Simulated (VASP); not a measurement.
# P (P4/mmm) in VASP: a series of runs

Aim: see how the results for P move with the level of theory and the settings. Levels: PBE, PBE+D3(BJ). Tasks: single point.

Program: VASP 6.6.1. These are calculated values, not measurements. Logs are shortened: lines on timing, memory, paths and dates and some standing lists are left out, and cuts for length are marked.

### 1 The cell of the first run

The structure is tetragonal, space group P4/mmm (No. 123). Conventional cell: a = 4.273 Å, b = 4.273 Å, c = 4.378 Å, α = 90.00°, β = 90.00°, γ = 90.00°. P (site symmetry 4/mmm) has 6 P at 4.27 to 4.38 Å within 5.6 Å.

### 2 Single point, PBE

The input, INCAR:

```
SYSTEM = P
  PREC = Accurate
  ENCUT = 520
  EDIFF = 1E-6
  ISMEAR = -1
  SIGMA = 0.08
  LREAL = .False.
  LASPH = .True.
  NELM = 80
  ALGO = Normal
  ISIF = 2
  LWAVE = .False.
  LCHARG = .False.
  GGA = PE
  NBANDS = 8
```

The input, KPOINTS:

```
Automatic mesh
0
Gamma
  3 3 3
  0 0 0
```

The input, POSCAR:

```
P
1.0
    4.2729048574      0.0000000000      0.0000000000
    0.0000000000      4.2729048574      0.0000000000
    0.0000000000      0.0000000000      4.3780000000
P
1
Direct
    0.0000000000      0.0000000000      0.0000000000
```

Potentials or basis: VASP PAW PBE potentials, release 64 (P).

Started as:

```sh
$ cat potpaw_PBE.64/P/POTCAR > POTCAR
$ mpirun -np 1 vasp_std > vasp.out
```

OUTCAR:

```text
SYSTEM = P
   PREC = Accurate
   ENCUT = 520
   EDIFF = 1E-6
   ISMEAR = -1
   LREAL = .False.
   LASPH = .True.
   NELM = 80
   ISIF = 2
   GGA = PE

 ion  position               nearest neighbor table
   1  0.000  0.000  0.000-

  LATTYP: Found a simple tetragonal cell.
 ALAT       =     4.2729048574
 C/A-ratio  =     1.0245957132

  Lattice vectors:

 A1 = (   4.2729048574,   0.0000000000,   0.0000000000)
 A2 = (   0.0000000000,   4.2729048574,   0.0000000000)
 A3 = (   0.0000000000,   0.0000000000,   4.3780000000)

Analysis of symmetry for initial positions (statically):
=====================================================================
 Subroutine PRICEL returns:
 Original cell was already a primitive cell.

 Routine SETGRP: Setting up the symmetry group for a
 simple tetragonal supercell.

 Subroutine GETGRP returns: Found 16 space group operations
 (whereof 16 operations were pure point group operations)
 out of a pool of 16 trial point group operations.

The static configuration has the point symmetry D_4h.

Analysis of symmetry for dynamics (positions and initial velocities):
=====================================================================
 Subroutine PRICEL returns:
 Original cell was already a primitive cell.

 Routine SETGRP: Setting up the symmetry group for a
 simple tetragonal supercell.

 Subroutine GETGRP returns: Found 16 space group operations
 (whereof 16 operations were pure point group operations)
 out of a pool of 16 trial point group operations.

The dynamic configuration has the point symmetry D_4h.

 Subroutine INISYM returns: Found 16 space group operations
 (whereof 16 operations are pure point group operations),
 and found     1 'primitive' translations

----------------------------------------------------------------------------------------

                                     Primitive cell

  volume of cell :      79.9323

  direct lattice vectors                    reciprocal lattice vectors
     4.272904857  0.000000000  0.000000000     0.234032826  0.000000000  0.000000000
     0.000000000  4.272904857  0.000000000     0.000000000  0.234032826  0.000000000
     0.000000000  0.000000000  4.378000000     0.000000000  0.000000000  0.228414801

  length of vectors
     4.272904857  4.272904857  4.378000000     0.234032826  0.234032826  0.228414801

  position of ions in fractional coordinates (direct lattice)
     0.000000000  0.000000000  0.000000000

  ion indices of the primitive-cell ions
   primitive index   ion index
                 1           1

----------------------------------------------------------------------------------------

 KPOINTS: Automatic mesh

Automatic generation of k-mesh.
 Grid dimensions read from file:
 generate k-points for:    3    3    3

 Generating k-lattice:

  Cartesian coordinates                     Fractional coordinates (reciprocal lattice)
     0.078010942  0.000000000  0.000000000     0.333333333  0.000000000  0.000000000
     0.000000000  0.078010942  0.000000000     0.000000000  0.333333333  0.000000000
     0.000000000  0.000000000  0.076138267     0.000000000  0.000000000  0.333333333

  Length of vectors
     0.078010942  0.078010942  0.076138267

  Shift w.r.t. Gamma in fractional coordinates (k-lattice)
     0.000000000  0.000000000  0.000000000

 Subroutine IBZKPT returns following result:
 ===========================================

 Found      6 irreducible k-points:

 Following reciprocal coordinates:
            Coordinates               Weight
  0.000000  0.000000  0.000000      1.000000
  0.333333  0.000000  0.000000      4.000000
  0.333333  0.333333  0.000000      4.000000
  0.000000  0.000000  0.333333      2.000000
  0.333333  0.000000  0.333333      8.000000
  0.333333  0.333333  0.333333      8.000000
   k-points           NKPTS =      6   k-points in BZ     NKDIM =      6   number of bands    NBANDS=      8
   number of dos      NEDOS =    301   number of ions     NIONS =      1
   total plane-waves  NPLWV =  36864
   dimension x,y,z NGX =    32 NGY =   32 NGZ =   36
   dimension x,y,z NGXF=    64 NGYF=   64 NGZF=   72
   ions per type =               1
   NGX,Y,Z   is equivalent  to a cutoff of  12.45, 12.45, 13.67 a.u.
   NGXF,Y,Z  is equivalent  to a cutoff of  24.90, 24.90, 27.34 a.u.
 SYSTEM =  P
   PREC   = accura    normal or accurate (medium, high low for compatibility)
   ISTART =      0    job   : 0-new  1-cont  2-samecut
   ICHARG =      2    charge: 1-file 2-atom 10-const
   ISPIN  =      1    spin polarized calculation?
   LNONCOLLINEAR =      F non collinear calculations
   LSORBIT =      F    spin-orbit coupling
   LASPH  =      T    aspherical Exc in radial PAW
   ENCUT  =  520.0 eV  38.22 Ry    6.18 a.u.   7.94  7.94  8.14*2*pi/ulx,y,z
   NELM   =     80;   NELMIN=  2; NELMDL= -5     # of ELM steps
   EDIFF  = 0.1E-05   stopping-criterion for ELM
   LREAL  =      F    real-space projection
   EDIFFG = 0.1E-04   stopping-criterion for IOM
   NSW    =      0    number of steps for IOM
   IBRION =     -1    ionic relax: 0-MD 1-quasi-New 2-CG
   NFREE  =      0    steps in history (QN), initial steepest desc. (CG)
   ISIF   =      2    stress and relaxation
   ISYM   =      2    0-nonsym 1-usesym 2-fastsym
   POTIM  = 0.5000    time-step for ionic-motion
   TEBEG  =    0.0;   TEEND  =   0.0 temperature during run
   PSTRESS=    0.0 pullay stress
   NELECT =       5.0000    total number of electrons
   NUPDOWN=      -1.0000    fix difference up-down
   EMIN   =  10.00;   EMAX   =-10.00  energy-range for DOS
   EFERMI =   0.00;   METHOD = LEGACY
   ISMEAR =    -1;   SIGMA  =   0.08  broadening in eV -4-tet -1-fermi 0-gaus
   EFERMI_NEDOS =   21; number of points for ismear=-14 and -15
   IALGO  =     38    algorithm
   IMIX   =      4    mixing-type and parameters
     AMIX     =   0.40;   BMIX     =  1.00
     AMIX_MAG =   1.60;   BMIX_MAG =  1.00
  volume/ion in A,a.u.               =      79.93       539.41
  Fermi-wavevector in a.u.,A,eV,Ry     =   0.649866  1.228069  5.746099  0.422326
  Thomas-Fermi vector in A             =   1.718961
   LORBIT       =      0    0 simple, 1 ext, 2 COOP (PROOUT), +10 PAW based schemes
   GGA     = PE    functional components
   LHFCALC =     F    Hartree Fock is set to
   AEXX    =    0.0000 exact exchange contribution
   IVDW    =     0    specifies the selected vdW correction
   LEPSILON=     F    determine dielectric tensor
   LRPA    =     F    only Hartree local field effects (RPA)
 non-spin polarized calculation
  energy-cutoff  :      520.00
  volume of cell :       79.93
 maximum number of plane-waves:      2161
 NGX is ok and might be reduce to    32
   NGX = 15   NGY = 15   NGZ = 17

 number of electron       4.9999999 magnetization

 Free energy of the ion-electron system (eV)
  ---------------------------------------------------
  ext. energy  EPLUGINS =         0.00000000
  ---------------------------------------------------
  free energy    TOTEN  =        -1.14276774 eV

  energy without entropy =       -1.00132771  energy(sigma->0) =       -1.07204773

 E-fermi :  -3.1941     XC(G=0):  -4.9476

 val. band max:       -3.2661038244   @ k =   0.3333   0.3333   0.3333
 cond. band min:      -3.1868241587   @ k =   0.3333   0.3333   0.3333
 fundamental gap:      0.0792796656
 Fermi energy:        -3.1941438611

 k-point     1 :       0.0000    0.0000    0.0000
  band No.  band energies     occupation
      1     -11.7920      2.00000
      2      -2.6121      0.00138
      3      -2.4844      0.00028
      4      -2.4844      0.00028
      5       1.6696      0.00000
      6       4.4709      0.00000
      7       4.5642      0.00000
      8       8.9836      0.00000

 k-point     2 :       0.3333    0.0000    0.0000
  band No.  band energies     occupation
      1     -11.6671      2.00000
      2      -3.5638      1.98050
      3      -2.5009      0.00034
      4      -2.3778      0.00007
      5       2.8986      0.00000
      6       4.9842      0.00000
      7       5.1300      0.00000
      8       6.8582      0.00000

 k-point     3 :       0.3333    0.3333    0.0000
  band No.  band energies     occupation
      1     -11.5491      2.00000
      2      -3.4029      1.86296
      3      -3.3281      1.68446
      4      -2.3989      0.00010
      5       3.4229      0.00000
      6       4.5408      0.00000
      7       6.4120      0.00000
      8       6.6686      0.00000

 k-point     4 :       0.0000    0.0000    0.3333
  band No.  band energies     occupation
      1     -11.6886      2.00000
      2      -3.5682      1.98153
      3      -2.3949      0.00009
      4      -2.3949      0.00009
      5       2.8954      0.00000
      6       4.9675      0.00000
      7       4.9962      0.00000
      8       7.1020      0.00000

 k-point     5 :       0.3333    0.0000    0.3333
  band No.  band energies     occupation
      1     -11.5699      2.00000
      2      -3.4168      1.88348
      3      -3.3426      1.72953
      4      -2.2960      0.00003
      5       3.3854      0.00000
      6       4.5750      0.00000
      7       6.2874      0.00000
      8       6.5594      0.00000

 k-point     6 :       0.3333    0.3333    0.3333
  band No.  band energies     occupation
      1     -11.4571      2.00000
      2      -3.2661      1.42169
      3      -3.1868      0.95428
      4      -3.1742      0.87609
      5       3.7055      0.00000
      6       4.7110      0.00000
      7       4.7537      0.00000
      8       7.3978      0.00000

------------------------ aborting loop because EDIFF is reached ----------------------------------------

  FORCE on cell =-STRESS in cart. coord.  units (eV):
  Direction    XX          YY          ZZ          XY          YZ          ZX
  --------------------------------------------------------------------------------------
  -------------------------------------------------------------------------------------
  Total       -1.6989873     -1.6989873     -1.4741246      0.0000000      0.0000000      0.0000000
  in kB      -34.0548131    -34.0548131    -29.5476240      0.0000000      0.0000000      0.0000000
  external PRESSURE =     -32.5524167 kB  Pullay stress =       0.0000000 kB

 VOLUME and BASIS-vectors are now :
 -----------------------------------------------------------------------------
  energy-cutoff  :      520.00
  volume of cell :       79.93
      direct lattice vectors                 reciprocal lattice vectors
     4.272904857  0.000000000  0.000000000     0.234032826  0.000000000  0.000000000
     0.000000000  4.272904857  0.000000000     0.000000000  0.234032826  0.000000000
     0.000000000  0.000000000  4.378000000     0.000000000  0.000000000  0.228414801

 POSITION                                       TOTAL-FORCE (eV/Angst)
 -----------------------------------------------------------------------------------
      0.00000      0.00000      0.00000         0.000000      0.000000      0.000000
 -----------------------------------------------------------------------------------
    total drift:                                0.000000      0.000000      0.000000

  FREE ENERGIE OF THE ION-ELECTRON SYSTEM (eV)
  ---------------------------------------------------
  free  energy   TOTEN  =        -1.1427677391 eV

  energy  without entropy=       -1.0013277118  energy(sigma->0) =       -1.07204773
```

It took 3.8 s on 1 thread of Intel Xeon Platinum 8488C (Sapphire Rapids), shared host; peak memory 0.17 GiB.

What came out:

* Free energy: -1.1428 eV
* Pressure: -3.3 GPa

Caveat: the k points lie up to 0.49 Å⁻¹ apart.

(Continued in part 2 of 2.)
